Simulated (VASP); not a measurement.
Set up this calculation in VASP 6.6.1, as the native input.

| Quantity | Value |
| --- | --- |
| Task | single point |
| Functional | PBE |
| Potentials or basis | VASP PAW PBE potentials, release 64 (Ir) |
| Cutoff | 500 eV |
| k mesh | 8 × 8 × 8 |
| Occupations | methfessel-paxton, width 0.05 eV |
| Spin | no spin polarisation |
| Dipole correction | no |
| Further INCAR settings | ALGO = Normal; EDIFF = 1e-06; NBANDS = 10 |

The structure of Ir lies in POSCAR:

```
Ir
1.0
    0.0000000000      1.9287569555      1.9287569555
    1.9287569555      0.0000000000      1.9287569555
    1.9287569555      1.9287569555      0.0000000000
Ir
1
Direct
    0.0000000000      0.0000000000      0.0000000000
```

One way to write it, as run:

INCAR

```
SYSTEM = Ir
ALGO = Normal ; EDIFF = 1E-6
ENCUT = 500 ; GGA = PE
GGA_COMPAT = .False. ; ISIF = 2
ISMEAR = 1 ; LASPH = .True.
LCHARG = .False. ; LREAL = .False.
LWAVE = .False. ; NBANDS = 10
NELM = 120 ; PREC = Accurate
SIGMA = 0.05
```

KPOINTS

```
k-points
0
Gamma
  8 8 8
  0 0 0
```

Potentials or basis: VASP PAW PBE potentials, release 64 (Ir).

Run with:

```bash
$ cat potpaw_PBE.64/Ir/POTCAR > POTCAR
$ mpirun -np 1 vasp_std > vasp.out
```

It gave:

| Item | Value |
| --- | --- |
| Pressure | 5.5 GPa |
| Band gap on the k mesh | zero (an odd number of electrons rules out a gap without spin polarisation) |

Caveat: the cell stands under pressure; spin-orbit coupling is left out, which moves the levels of the heavy elements.

It took 2.6 s on 1 thread of AMD EPYC 9R45 96-Core Processor (Zen 5), on a shared host, peak memory 0.1 GiB.
